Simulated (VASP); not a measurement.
Wanted: the native input for a VASP 6.6.1 run.

| Item | Value |
| --- | --- |
| Task | single point |
| Functional | revPBE |
| Potentials or basis | VASP PAW PBE potentials, release 64 (Na_pv) |
| Cutoff | 520 eV |
| k mesh | 17 × 17 × 17 |
| Occupations | fermi-dirac, width 0.1 eV |
| Spin | no spin polarisation |
| Dipole correction | no |
| Further INCAR settings | ALGO = Normal; EDIFF = 1e-06; NBANDS = 10 |

The structure of Na lies in POSCAR:

```
Na
1.0
   -2.2241098719      2.2241098719      2.2241098719
    2.2241098719     -2.2241098719      2.2241098719
    2.2241098719      2.2241098719     -2.2241098719
Na
1
Direct
    0.0000000000      0.0000000000      0.0000000000
```

The input as run:

INCAR

```
  ALGO = Normal
  EDIFF = 1E-6
  ENCUT = 520
  GGA = RE
  ISIF = 2
  ISMEAR = -1
  LASPH = T
  LCHARG = F
  LREAL = F
  LWAVE = F
  NBANDS = 10
  NELM = 60
  PREC = Accurate
  SIGMA = 0.1
```

KPOINTS

```
k-points
0
Gamma
  17 17 17
```

Potentials or basis: VASP PAW PBE potentials, release 64 (Na_pv).

Command:

```console
$ cat potpaw_PBE.64/Na_pv/POTCAR > POTCAR
$ mpirun -np 1 vasp_std > vasp.out
```

Results of the run:

```
Pressure               : -0.6 GPa
Band gap on the k mesh : zero (an odd number of electrons rules out a gap without spin polarisation)
```

Caveat: the PAW data sets were made with another functional, which shifts forces and pressure a little.

Run time: 23 s on 1 thread of Intel(R) Xeon(R) 6975P-C (Granite Rapids) (shared host), peak memory 0.19 GiB.
